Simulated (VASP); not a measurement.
A run of VASP 6.6.1 is set up as follows.

File POSCAR:

```
CdSe
1.0
    0.0000000000      2.8739580000      2.8739580000
    2.8739580000      0.0000000000      2.8739580000
    2.8739580000      2.8739580000      0.0000000000
Cd Se
1 1
Direct
    0.0000000000      0.0000000000      0.0000000000
    0.5000000000      0.5000000000      0.5000000000
```

File INCAR.step1:

```
  PREC = Accurate
  ENCUT = 400
  EDIFF = 1E-6
  ISMEAR = -5
  SIGMA = 0.1
  LREAL = False
  LASPH = True
  NELM = 120
  ALGO = Normal
  ISIF = 2
  LWAVE = False
  LCHARG = True
  GGA = PS
  IVDW = 13
  NBANDS = 16
  GGA_COMPAT = False
  NEDOS = 2001
  LORBIT = 11
```

Contents of KPOINTS.step1:

```
Automatic mesh
0
Gamma
  4 4 4
```

Contents of INCAR.step2:

```
  PREC = Accurate
  ENCUT = 400
  EDIFF = 1E-6
  ISMEAR = -5
  SIGMA = 0.1
  LREAL = False
  LASPH = True
  NELM = 120
  ALGO = Normal
  ISIF = 2
  LWAVE = False
  LCHARG = False
  GGA = PS
  IVDW = 13
  LORBIT = 11
  NBANDS = 16
  NEDOS = 2001
  ICHARG = 11
  GGA_COMPAT = False
```

Contents of KPOINTS.step2:

```
Automatic mesh
0
Gamma
  6 6 6
```

Potentials or basis: VASP PAW PBE potentials, release 64 (Cd, Se).

Run with:

```bash
$ cat potpaw_PBE.64/Cd/POTCAR potpaw_PBE.64/Se/POTCAR > POTCAR
$ cp INCAR.step1 INCAR
$ cp KPOINTS.step1 KPOINTS
$ mpirun -np 1 vasp_std > vasp.out
$ cp INCAR.step2 INCAR
$ cp KPOINTS.step2 KPOINTS
$ mpirun -np 1 vasp_std > vasp.out
```

(1) What does it give for the dispersion energy per atom?

## Answers

(1) -0.222 eV.

Caveat: the k points lie up to 0.47 Å⁻¹ apart.
